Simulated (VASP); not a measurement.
Br, 1 atom in the cell. Symmetry: Pm-3m, No. 221, cubic system. The conventional cell has a = 3.115 Å, b = 3.115 Å, c = 3.115 Å, α = 90.00°, β = 90.00°, γ = 90.00°. Within 4.1 Å of Br (site symmetry m-3m) lie 6 Br at 3.12 Å. 

* Program: VASP 6.6.1
* Task: single point
* Functional: PBE
* Potentials or basis: VASP PAW PBE potentials, release 64 (Br)
* Cutoff: 520 eV
* k mesh: 13 × 13 × 13
* Occupations: fermi-dirac, width 0.05 eV
* Spin: no spin polarisation
* Dipole correction: no
* Further INCAR settings: ALGO = Normal; EDIFF = 1e-06; NBANDS = 10

Potentials or basis: VASP PAW PBE potentials, release 64 (Br).

Command:

```sh
$ cat potpaw_PBE.64/Br/POTCAR > POTCAR
$ mpirun -np 1 vasp_std > vasp.out
```

Hardware: 1 thread of Intel(R) Xeon(R) Platinum 8375C CPU @ 2.90GHz (Ice Lake), on a shared host.

Question: How long does it take, and how much memory?

Answer: Wall time 8.4 s on 1 thread of Intel(R) Xeon(R) Platinum 8375C CPU @ 2.90GHz (Ice Lake) (shared host), peak memory 0.15 GiB. Counts: scf iterations 11, k points 84.
